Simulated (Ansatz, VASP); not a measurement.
# ScTa3F: VASP beside Ansatz

Contents of INCAR:

```
PREC = Accurate
ENCUT = 600
EDIFF = 1E-7
ISMEAR = 0
SIGMA = 0.1
LREAL = False
LASPH = True
NELM = 60
ALGO = Normal
ISIF = 3
LWAVE = False
LCHARG = False
GGA = PE
IBRION = 2
NSW = 90
EDIFFG = -0.04
```

KPOINTS

```
Automatic mesh
0
Gamma
  4 4 4
```

POSCAR

```
ScTa3F
1.0
    4.0269344000      0.0000000000      0.0000000000
    0.0000000000      4.0269344000      0.0000000000
    0.0000000000      0.0000000000      6.0119049800
Sc Ta F
1 3 1
Direct
    0.0000000000      0.0000000000      0.5000000000
    0.5000000000      0.5000000000      0.2154877700
    0.5000000000      0.5000000000      0.7845122300
    0.0000000000      0.0000000000      0.0000000000
    0.5000000000      0.5000000000      0.5000000000
```

Input for Ansatz:

```yaml
crystal:
  lattice:
    - [4.0269344, 0.0, 0.0]
    - [0.0, 4.0269344, 0.0]
    - [0.0, 0.0, 6.01190498]
  atoms:
    - { symbol: Sc, position: [0.0, 0.0, 0.5] }
    - { symbol: Ta, position: [0.5, 0.5, 0.21548777] }
    - { symbol: Ta, position: [0.5, 0.5, 0.78451223] }
    - { symbol: Ta, position: [0.0, 0.0, 0.0] }
    - { symbol: F, position: [0.5, 0.5, 0.5] }
basis:
  ecutwfc: 420
kpoints:
  mp_grid: { grid: [4, 4, 4] }
hamiltonian:
  xc: pbe
scf:
  occupations: { method: gaussian, width: 0.1 }
  lower_state_search: "off"
output:
  forces: true
  stress: true
  eigenvalues: true
relax:
  adjacent_minimum: "off"
  f_tol: 0.04
  max_steps: 70
  cell: { stress_tol: 0.4 }
```

Alike in both runs: task relaxation of cell and atoms; functional PBE; k mesh 4 × 4 × 4; occupations gaussian, width 0.1 eV; no spin polarisation.

```csv
,VASP,Ansatz
version,VASP 6.6.1,Ansatz 0.2.0
potentials or method,"VASP PAW PBE potentials, release 64 (Sc_sv, Ta_pv, F), cutoff 600 eV","scalar-relativistic, plane waves, PAW"
valence electrons in the cell,51,57
```

Ansatz gave:

```
gap on the k mesh at the Fermi level, each at its own relaxed structure (eV)  : none
relaxed volume (Å³/atom)                                                      : 16.90
relaxed length of the cell vector where the two differ most in proportion (Å) : 7.494
```

Problem. Which values does VASP return?

Solution. gap on the k mesh at the Fermi level, each at its own relaxed structure (eV): none; relaxed volume (Å³/atom): 16.90; relaxed length of the cell vector where the two differ most in proportion (Å): 7.481.

A gap of «none» marks a metal or a gap that the smearing closes. VASP's potentials hold 51 valence electrons a cell and Ansatz's 57, so a difference there can come from the potentials and not from the codes.

The k mesh is coarse, so the values compare programs but aren't converged. Spin-orbit coupling is off throughout.
